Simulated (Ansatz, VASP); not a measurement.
**Si3Sn in VASP and in Ansatz**

```
CELL_PARAMETERS angstrom
4.10521 0.00000 0.00000
0.00000 4.10521 0.00000
0.00000 0.00000 5.84081
ATOMIC_POSITIONS crystal
Si 0.50000 0.00000 0.77541
Si 0.50000 0.50000 0.00000
Si 0.00000 0.50000 0.22459
Sn 0.00000 0.00000 0.50000
```

Alike in both runs: task single point; functional PBE; k mesh 6 × 6 × 4; no spin polarisation.

```csv
,VASP,Ansatz
version,VASP 6.6.1,Ansatz 0.2.0
potentials or method,"VASP PAW PBE potentials, release 64 (Si, Sn_d)","plane waves, PAW"
plane-wave cutoff (eV),520,420
occupations,"gaussian, width 0.01 eV",fixed
valence electrons in the cell,26,26
```

VASP gave:

| Property | Result |
| --- | --- |
| gap on the k mesh at the Fermi level (eV) | 0.28 |
| pressure (GPa) | -2.0 |
| rms of the force components (eV/Å) | 0.015 |

**Question.** Which values does Ansatz return?

**Answer.** gap on the k mesh at the Fermi level (eV): 0.28; pressure (GPa): -2.0; rms of the force components (eV/Å): 0.014.

Atom by atom the forces differ by 0.001 eV/Å (rms over components).
